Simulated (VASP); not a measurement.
# Si (P6_3/mmc) in VASP: further runs

The runs below take Si through single point, with r2SCAN.

Program: VASP 6.6.1. These are calculated values, not measurements. Logs are shortened: lines on timing, memory, paths and dates and some standing lists are left out, and cuts for length are marked.

## Step 1: The cell of the first run

It takes space group P6_3/mmc (No. 194, hexagonal). The conventional cell has a = 2.745 Å, b = 2.745 Å, c = 9.118 Å, α = 90.00°, β = 90.00°, γ = 120.00°. Within 3.6 Å of Si (site symmetry -3m) lie 12 Si at 2.74 to 2.78 Å. Si (site symmetry -6m2) has 12 Si at 2.74 to 2.78 Å within 3.6 Å.

This isn't the form of Si at room conditions, which is diamond.

## Step 2: Single point, r2SCAN (14.87 Å³/atom)

File POSCAR:

```
Si
1.0
    2.7448859414      0.0000000000      0.0000000000
   -1.3724429707      2.3771409557      0.0000000000
    0.0000000000      0.0000000000      9.1179663399
Si
4
Direct
    0.0000000000      1.0000000000      0.0000000000
    0.0000000000      1.0000000000      0.5000000000
    0.3333333333      0.6666666667      0.2500000000
    0.6666666667      0.3333333333      0.7500000000
```

File INCAR.step1:

```
SYSTEM = Si
ALGO = Normal
EDIFF = 1E-4
ENCUT = 520
GGA = PE
ISMEAR = -1
LASPH = .TRUE.
LCHARG = .FALSE.
LREAL = .FALSE.
LWAVE = .TRUE.
NBANDS = 16
NELM = 80
PREC = Accurate
SIGMA = 0.1
```

File INCAR.step2:

```
SYSTEM = Si
ALGO = Normal
EDIFF = 1E-7
ENCUT = 520
ISIF = 2
ISMEAR = -1
ISTART = 1
LASPH = .TRUE.
LCHARG = .FALSE.
LMIXTAU = .TRUE.
LREAL = .FALSE.
LWAVE = .FALSE.
METAGGA = R2SCAN
NBANDS = 16
NELM = 80
PREC = Accurate
SIGMA = 0.1
```

File KPOINTS:

```
k-points
0
G
  15 15 4
  0 0 0
```

Potentials or basis: VASP PAW PBE potentials, release 64 (Si).

The run is started by

```bash
$ cat potpaw_PBE.64/Si/POTCAR > POTCAR
$ cp INCAR.step1 INCAR
$ mpirun -np 1 vasp_std > vasp.out
$ cp INCAR.step2 INCAR
$ mpirun -np 1 vasp_std > vasp.out
```

OUTCAR:

```text
SYSTEM = Si
   EDIFF = 1E-7
   ENCUT = 520
   ISIF = 2
   ISMEAR = -1
   ISTART = 1
   LASPH = .TRUE.
   LREAL = .FALSE.
   METAGGA = R2SCAN
   NELM = 80
   PREC = Accurate

 ion  position               nearest neighbor table
   1  0.000  0.000  0.000-   3 2.78   4 2.78   3 2.78   4 2.78   4 2.78   3 2.78
   2  0.000  0.000  0.500-   3 2.78   4 2.78   3 2.78   4 2.78   4 2.78   3 2.78
   3  0.333  0.667  0.250-   1 2.78   2 2.78   1 2.78   2 2.78   1 2.78   2 2.78
   4  0.667  0.333  0.750-   1 2.78   2 2.78   1 2.78   2 2.78   1 2.78   2 2.78

  LATTYP: Found a hexagonal cell.
 ALAT       =     2.7448859414
 C/A-ratio  =     3.3218015373

  Lattice vectors:

 A1 = (   2.7448859414,   0.0000000000,   0.0000000000)
 A2 = (  -1.3724429707,   2.3771409557,   0.0000000000)
 A3 = (   0.0000000000,   0.0000000000,   9.1179663399)

Analysis of symmetry for initial positions (statically):
=====================================================================
 Subroutine PRICEL returns:
 Original cell was already a primitive cell.

 Routine SETGRP: Setting up the symmetry group for a
 hexagonal supercell.

 Subroutine GETGRP returns: Found 24 space group operations
 (whereof 12 operations were pure point group operations)
 out of a pool of 24 trial point group operations.

The static configuration has the point symmetry D_3d.
 The point group associated with its full space group is D_6h.

Analysis of symmetry for dynamics (positions and initial velocities):
=====================================================================
 Subroutine PRICEL returns:
 Original cell was already a primitive cell.

 Routine SETGRP: Setting up the symmetry group for a
 hexagonal supercell.

 Subroutine GETGRP returns: Found 24 space group operations
 (whereof 12 operations were pure point group operations)
 out of a pool of 24 trial point group operations.

The dynamic configuration has the point symmetry D_3d.
 The point group associated with its full space group is D_6h.

 Subroutine INISYM returns: Found 24 space group operations
 (whereof 12 operations are pure point group operations),
 and found     1 'primitive' translations

----------------------------------------------------------------------------------------

                                     Primitive cell

  volume of cell :      59.4946

  direct lattice vectors                    reciprocal lattice vectors
     2.744885941  0.000000000  0.000000000     0.364313863  0.210336707  0.000000000
    -1.372442971  2.377140956  0.000000000     0.000000000  0.420673413  0.000000000
     0.000000000  0.000000000  9.117966340     0.000000000  0.000000000  0.109673579

  length of vectors
     2.744885941  2.744885941  9.117966340     0.420673413  0.420673413  0.109673579

  position of ions in fractional coordinates (direct lattice)
     0.000000000  0.000000000  0.000000000
     0.000000000  0.000000000  0.500000000
     0.333333333  0.666666667  0.250000000
     0.666666667  0.333333333  0.750000000

  ion indices of the primitive-cell ions
   primitive index   ion index
                 1           1
                 2           2
                 3           3
                 4           4

----------------------------------------------------------------------------------------

 KPOINTS: k-points

Automatic generation of k-mesh.
 Grid dimensions read from file:
 generate k-points for:   15   15    4

 Generating k-lattice:

  Cartesian coordinates                     Fractional coordinates (reciprocal lattice)
     0.024287591  0.014022447  0.000000000     0.066666667  0.000000000  0.000000000
     0.000000000  0.028044894  0.000000000     0.000000000  0.066666667  0.000000000
     0.000000000  0.000000000  0.027418395     0.000000000  0.000000000  0.250000000

  Length of vectors
     0.028044894  0.028044894  0.027418395

  Shift w.r.t. Gamma in fractional coordinates (k-lattice)
     0.000000000  0.000000000  0.000000000

 Subroutine IBZKPT returns following result:
 ===========================================

 Found     81 irreducible k-points:

 Following reciprocal coordinates:
            Coordinates               Weight
  0.000000  0.000000  0.000000      1.000000
  0.066667 -0.000000  0.000000      6.000000
  0.133333 -0.000000  0.000000      6.000000
  0.200000 -0.000000  0.000000      6.000000
  0.266667 -0.000000  0.000000      6.000000
  0.333333 -0.000000  0.000000      6.000000
[... 16 lines left out ...]
  0.333333  0.200000  0.000000     12.000000
  0.400000  0.200000  0.000000      6.000000
 [... further k-points ...]
   k-points           NKPTS =     81   k-points in BZ     NKDIM =     81   number of bands    NBANDS=     16
   number of dos      NEDOS =    301   number of ions     NIONS =      4
   total plane-waves  NPLWV =  28000
   dimension x,y,z NGX =    20 NGY =   20 NGZ =   70
   dimension x,y,z NGXF=    40 NGYF=   40 NGZF=  140
   ions per type =               4
   NGX,Y,Z   is equivalent  to a cutoff of  12.11, 12.11, 12.76 a.u.
   NGXF,Y,Z  is equivalent  to a cutoff of  24.23, 24.23, 25.53 a.u.
 SYSTEM =  Si
   PREC   = accura    normal or accurate (medium, high low for compatibility)
   ISTART =      1    job   : 0-new  1-cont  2-samecut
   ICHARG =      0    charge: 1-file 2-atom 10-const
   ISPIN  =      1    spin polarized calculation?
   LNONCOLLINEAR =      F non collinear calculations
   LSORBIT =      F    spin-orbit coupling
   LASPH  =      T    aspherical Exc in radial PAW
   ENCUT  =  520.0 eV  38.22 Ry    6.18 a.u.   5.10  5.10 16.95*2*pi/ulx,y,z
   NELM   =     80;   NELMIN=  2; NELMDL=  0     # of ELM steps
   EDIFF  = 0.1E-06   stopping-criterion for ELM
   LREAL  =      F    real-space projection
   EDIFFG = 0.1E-05   stopping-criterion for IOM
   NSW    =      0    number of steps for IOM
   IBRION =     -1    ionic relax: 0-MD 1-quasi-New 2-CG
   NFREE  =      0    steps in history (QN), initial steepest desc. (CG)
   ISIF   =      2    stress and relaxation
   ISYM   =      2    0-nonsym 1-usesym 2-fastsym
   POTIM  = 0.5000    time-step for ionic-motion
   TEBEG  =    0.0;   TEEND  =   0.0 temperature during run
   PSTRESS=    0.0 pullay stress
   NELECT =      16.0000    total number of electrons
   NUPDOWN=      -1.0000    fix difference up-down
   EMIN   =  10.00;   EMAX   =-10.00  energy-range for DOS
   EFERMI =   0.00;   METHOD = LEGACY
   ISMEAR =    -1;   SIGMA  =   0.10  broadening in eV -4-tet -1-fermi 0-gaus
   EFERMI_NEDOS =   21; number of points for ismear=-14 and -15
   IALGO  =     38    algorithm
   IMIX   =      4    mixing-type and parameters
     AMIX     =   0.40;   BMIX     =  1.00
     AMIX_MAG =   1.60;   BMIX_MAG =  1.00
  volume/ion in A,a.u.               =      14.87       100.37
  Fermi-wavevector in a.u.,A,eV,Ry     =   1.056710  1.996892 15.192751  1.116636
  Thomas-Fermi vector in A             =   2.191956
   LORBIT       =      0    0 simple, 1 ext, 2 COOP (PROOUT), +10 PAW based schemes
   METAGGA = R2SCAN    functional components
   LHFCALC =     F    Hartree Fock is set to
   AEXX    =    0.0000 exact exchange contribution
   IVDW    =     0    specifies the selected vdW correction
   LEPSILON=     F    determine dielectric tensor
   LRPA    =     F    only Hartree local field effects (RPA)
 non-spin polarized calculation
  energy-cutoff  :      520.00
  volume of cell :       59.49
 maximum number of plane-waves:      1618
   NGX = 11   NGY = 11   NGZ = 33

 number of electron      16.0000000 magnetization

 Free energy of the ion-electron system (eV)
  ---------------------------------------------------
  ext. energy  EPLUGINS =         0.00000000
  ---------------------------------------------------
  free energy    TOTEN  =       -32.10486173 eV

  energy without entropy =      -32.04502014  energy(sigma->0) =      -32.07494093

 E-fermi :   9.8407     XC(G=0): -11.8526

 val. band max:        9.8303678613   @ k =   0.3333   0.2000   0.2500
 cond. band min:       9.9124977023   @ k =   0.3333   0.0667   0.5000
 fundamental gap:      0.0821298410
 Fermi energy:         9.8406759175

 k-point     1 :       0.0000    0.0000    0.0000
  band No.  band energies     occupation
      1      -5.2593      2.00000
      2      -3.4095      2.00000
      3      -3.4091      2.00000
      4       1.6507      2.00000
      5       2.4987      2.00000
      6      10.8693      0.00007
[... 8 lines left out ...]
     15      20.9730      0.00000
     16      21.1246      0.00000

 k-point     2 :       0.0667   -0.0000    0.0000
  band No.  band energies     occupation
      1      -5.1377      2.00000
      2      -3.2889      2.00000
      3      -3.2884      2.00000
      4       1.7704      2.00000
      5       2.6136      2.00000
      6      10.9748      0.00002
[... 8 lines left out ...]
     15      20.8203      0.00000
     16      21.2045      0.00000

 k-point     3 :       0.1333   -0.0000    0.0000
  band No.  band energies     occupation
      1      -4.7733      2.00000
      2      -2.9275      2.00000
      3      -2.9268      2.00000
      4       2.1290      2.00000
      5       2.9578      2.00000
      6      11.2744      0.00000
[... 8 lines left out ...]
     15      19.8913      0.00000
     16      20.1188      0.00000

 k-point     4 :       0.2000   -0.0000    0.0000
  band No.  band energies     occupation
      1      -4.1675      2.00000
      2      -2.3266      2.00000
      3      -2.3255      2.00000
      4       2.7242      2.00000
      5       3.5293      2.00000
      6      11.3110      0.00000
[... 8 lines left out ...]
     15      18.2519      0.00000
     16      18.2934      0.00000

 k-point     5 :       0.2667   -0.0000    0.0000
  band No.  band energies     occupation
      1      -3.3223      2.00000
      2      -1.4889      2.00000
      3      -1.4866      2.00000
      4       3.5519      2.00000
      5       4.3226      2.00000
      6       8.9823      1.99963
[... 8 lines left out ...]
     15      16.2805      0.00000
     16      17.3078      0.00000

 k-point     6 :       0.3333   -0.0000    0.0000
  band No.  band energies     occupation
      1      -2.2412      2.00000
      2      -0.4186      2.00000
      3      -0.4136      2.00000
      4       4.6030      2.00000
      5       5.3118      2.00000
      6       6.6144      2.00000
[... 8 lines left out ...]
     15      15.6512      0.00000
     16      16.6367      0.00000
[... 267 lines left out ...]
 k-point    21 :       0.2000    0.2000    0.0000
  band No.  band energies     occupation
      1      -2.0013      2.00000
      2      -0.1806      2.00000
      3      -0.1756      2.00000
      4       4.8381      2.00000
      5       5.5487      2.00000
      6       8.3843      2.00000
[... 8 lines left out ...]
     15      14.9616      0.00000
     16      15.5377      0.00000

 k-point    22 :       0.2667    0.2000    0.0000
  band No.  band energies     occupation
      1      -0.8087      2.00000
      2       0.9972      2.00000
      3       1.0082      2.00000
      4       5.9304      2.00000
      5       6.3103      2.00000
      6       6.5568      2.00000
[... 8 lines left out ...]
     15      14.5232      0.00000
     16      15.1145      0.00000

 k-point    23 :       0.3333    0.2000    0.0000
  band No.  band energies     occupation
      1       0.6082      2.00000
      2       2.3755      2.00000
      3       2.4171      2.00000
      4       4.1944      2.00000
      5       5.8383      2.00000
      6       5.9162      2.00000
[... 8 lines left out ...]
     15      14.6711      0.00000
     16      16.1379      0.00000

 k-point    24 :       0.4000    0.2000    0.0000
  band No.  band energies     occupation
      1       2.0768      2.00000
      2       2.4036      2.00000
      3       3.8717      2.00000
      4       3.9717      2.00000
      5       4.1139      2.00000
      6       4.3342      2.00000
[... 8 lines left out ...]
     15      14.6959      0.00000
     16      16.7804      0.00000

 [... further k-points ...]

------------------------ aborting loop because EDIFF is reached ----------------------------------------

  FORCE on cell =-STRESS in cart. coord.  units (eV):
  Direction    XX          YY          ZZ          XY          YZ          ZX
  --------------------------------------------------------------------------------------
  -------------------------------------------------------------------------------------
  Total       -2.4303971     -2.4303971     -1.4436712      0.0000000      0.0000000      0.0000000
  in kB      -65.4501420    -65.4501420    -38.8777978      0.0000000      0.0000000      0.0000000
  external PRESSURE =     -56.5926939 kB  Pullay stress =       0.0000000 kB

 VOLUME and BASIS-vectors are now :
 -----------------------------------------------------------------------------
  energy-cutoff  :      520.00
  volume of cell :       59.49
      direct lattice vectors                 reciprocal lattice vectors
     2.744885941  0.000000000  0.000000000     0.364313863  0.210336707  0.000000000
    -1.372442971  2.377140956  0.000000000     0.000000000  0.420673413  0.000000000
     0.000000000  0.000000000  9.117966340     0.000000000  0.000000000  0.109673579

 POSITION                                       TOTAL-FORCE (eV/Angst)
 -----------------------------------------------------------------------------------
      0.00000      0.00000      0.00000         0.000000     -0.000000      0.000000
      0.00000      0.00000      4.55898         0.000000     -0.000000      0.000000
     -0.00000      1.58476      2.27949         0.000000      0.000000      0.000000
      1.37244      0.79238      6.83847        -0.000000     -0.000000     -0.000000
 -----------------------------------------------------------------------------------
    total drift:                               -0.000000      0.000000     -0.000000

  FREE ENERGIE OF THE ION-ELECTRON SYSTEM (eV)
  ---------------------------------------------------
  free  energy   TOTEN  =       -32.1048617261 eV

  energy  without entropy=      -32.0450201425  energy(sigma->0) =      -32.07494093
```

Wall time 2.3 min (1 thread of Intel Xeon Platinum 8488C (Sapphire Rapids), shared host); peak memory 0.19 GiB.

Results:

```yaml
Free_energy: -32.1049 eV
Pressure: -5.7 GPa
Band_gap_on_the_k_mesh: zero (bands 8 and 9 overlap by 12.98 eV)
```

Stress tensor (GPa, compression positive):
```
-6.55  0.00  0.00
 0.00 -6.55  0.00
 0.00  0.00 -3.89
```

Caveat: the cell stands under tension; the PAW data sets were made with another functional, which shifts forces and pressure a little.

## Step 3: Single point, r2SCAN (15.42 Å³/atom)

This run uses another cell than the first one, of 15.42 Å³/atom.

File POSCAR:

```
Si
1.0
    2.7783634596      0.0000000000      0.0000000000
   -1.3891817298      2.4061333369      0.0000000000
    0.0000000000      0.0000000000      9.2291720112
Si
4
Direct
    0.0000000000      1.0000000000      0.0000000000
    0.0000000000      1.0000000000      0.5000000000
    0.3333333333      0.6666666667      0.2500000000
    0.6666666667      0.3333333333      0.7500000000
```

File INCAR.step1:

```
PREC = Accurate ; ENCUT = 520
ISMEAR = -1 ; SIGMA = 0.1
LREAL = False ; LASPH = True
NELM = 80 ; NBANDS = 16
GGA = PE ; ALGO = Normal
EDIFF = 1E-4 ; LWAVE = True
LCHARG = False
```

File INCAR.step2:

```
PREC = Accurate ; ENCUT = 520
EDIFF = 1E-7 ; ISMEAR = -1
SIGMA = 0.1 ; LREAL = False
LASPH = True ; NELM = 80
ALGO = Normal ; ISIF = 2
LWAVE = False ; LCHARG = True
METAGGA = R2SCAN ; LMIXTAU = True
LELF = True ; LVHAR = True
NBANDS = 16 ; ISTART = 1
```

File KPOINTS:

```
regular mesh
0
Gamma
  15 15 4
```

Potentials or basis: VASP PAW PBE potentials, release 64 (Si).

The run is started by

```bash
$ cat potpaw_PBE.64/Si/POTCAR > POTCAR
$ cp INCAR.step1 INCAR
$ mpirun -np 1 vasp_std > vasp.out
$ cp INCAR.step2 INCAR
$ mpirun -np 1 vasp_std > vasp.out
```

Run time: 2.6 min. Hardware: 1 thread of Intel Xeon Platinum 8488C (Sapphire Rapids), shared host; peak memory 0.22 GiB.

It converged, with:

```yaml
Free_energy: -32.0131 eV
Pressure: -7.6 GPa
Band_gap_on_the_k_mesh: zero (bands 8 and 9 overlap by 12.56 eV)
```

Stress tensor (GPa, compression positive):
```
-8.41  0.00  0.00
 0.00 -8.41  0.00
 0.00  0.00 -6.02
```

Levels at points of the mesh, in eV from the Fermi level:
```tsv
k point	band 4	band 5	band 6	band 7	band 8	band 9	band 10	band 11	band 12	band 13
(0.00, 0.00, 0.00)	-8.08	-7.08	1.01	1.01	8.62	8.62	9.22	9.22	9.83	9.83
(0.00, 0.00, 0.50)	-10.72	-3.63	-3.63	6.23	6.23	8.88	8.88	8.88	8.88	10.12
```

Caveat: the cell stands under tension; the PAW data sets were made with another functional, which shifts forces and pressure a little.

[end of part 1 of 2]

The gap in the log of VASP goes by the Fermi energy; the results here count the filled bands.